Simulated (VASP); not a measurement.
Al, 1 atom in the cell. It takes space group Im-3m (No. 229, cubic). Conventional cell: a = 3.117 Å, b = 3.117 Å, c = 3.117 Å, α = 90.00°, β = 90.00°, γ = 90.00°. Within 3.6 Å of Al (site symmetry m-3m) lie 14 Al at 2.70 to 3.12 Å.  This cell differs from its parent crystal: volume scaled by 0.94.

```yaml
Program: VASP 6.6.1
Task: single point
Functional: PBE
Potentials_or_basis: VASP PAW PBE potentials, release 64 (Al)
Cutoff: 520 eV
k_mesh: 12 × 12 × 12
Occupations: fermi-dirac, width 0.05 eV
Spin: no spin polarisation
Dipole_correction: no
Further_INCAR_settings: ALGO = Normal; EDIFF = 1e-07; NBANDS = 8
```

Potentials or basis: VASP PAW PBE potentials, release 64 (Al).

The run is started by

```console
$ cat potpaw_PBE.64/Al/POTCAR > POTCAR
$ mpirun -np 1 vasp_std > vasp.out
```

Hardware: 1 thread of Intel(R) Xeon(R) 6975P-C (Granite Rapids) (shared host).

**Question.** Estimate the wall time of this run.

**Answer.** Run time: 2.8 s on 1 thread of Intel(R) Xeon(R) 6975P-C (Granite Rapids), with other jobs on the host, peak memory 0.12 GiB. Counts: scf iterations 11, k points 72.
